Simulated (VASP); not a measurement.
Runs of VASP 6.6.1 on Fe. It takes space group Fmmm (No. 69, orthorhombic). The conventional cell has a = 3.400 Å, b = 3.452 Å, c = 3.710 Å, α = 90.00°, β = 90.00°, γ = 90.00°. Within 3.2 Å of Fe (site symmetry mmm) lie 12 Fe at 2.42 to 2.53 Å. 

```csv
spin,fixed moment (μB),cutoff (eV),pressure (GPa),moment (μB)
"collinear, ferrimagnetic start",1.0,600,-25.3,1.00
"collinear, ferrimagnetic start",0.4,600,-23.7,0.40
"collinear, ferrimagnetic start",0.7,600,-24.1,0.70
"collinear, antiferromagnetic start",0.0,520,(a),0.00
```

Alike in all rows: task single point; level LDA; potentials or basis VASP PAW LDA potentials, release 64 (Fe); cell as given; k mesh 13 × 13 × 9; smearing fermi-dirac 0.08 eV.

Fill in the values left out.

(a) -23.5.

Caveats: the total moment is fixed, so each spin has its own Fermi level and the state may be an excited one (at least some runs); the stress differs along the axes, from -33 to -21 GPa (at least some runs); the stress differs along the axes, from -29 to -20 GPa (at least some runs); the stress differs along the axes, from -30 to -20 GPa (at least some runs); the stress differs along the axes, from -28 to -20 GPa (at least some runs); the total moment is fixed, so each spin has its own Fermi level (at least some runs).
